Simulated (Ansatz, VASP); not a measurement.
Au4I in VASP and in Ansatz

```
Au I
1.0
     5.03366    0.00000    0.00000
     0.00000    5.03366    0.00000
     0.00000    0.00000    5.03366
Au I
4 1
Cartesian
  1.5448 1.5448 1.5448
  3.4889 3.4889 1.5448
  3.4889 1.5448 3.4889
  1.5448 3.4889 3.4889
  0.0000 0.0000 0.0000
```

Change from the starting cell: ordered vacancies on the anion sites of cuprite (P-43m, No. 215).

Alike in both runs: functional PBE; k mesh 8 × 8 × 8; occupations gaussian, width 0.1 eV; no spin polarisation.

Ansatz relaxed the structure, and its values are those at the end. VASP's run is a single point on that final structure, the one shown.

|  | VASP | Ansatz |
| --- | --- | --- |
| version | VASP 6.6.1 | Ansatz 0.2.0 |
| potentials or method | VASP PAW PBE potentials, release 64 (Au, I), cutoff 520 eV | scalar-relativistic, plane waves, PAW |
| valence electrons in the cell | 51 | 93 |

Ansatz gave:

* gap on the k mesh at the Fermi level (eV): none
* pressure (GPa): 0.0

Task: Estimate VASP's values.

Result: gap on the k mesh at the Fermi level (eV): none; pressure (GPa): -0.2.

A gap of «none» marks a metal or a gap that the smearing closes. The functional is the same, so the differences come from potentials, cutoffs and numerics. VASP's potentials hold 51 valence electrons a cell and Ansatz's 93, so a difference there can come from the potentials and not from the codes.

Spin-orbit coupling is off throughout.
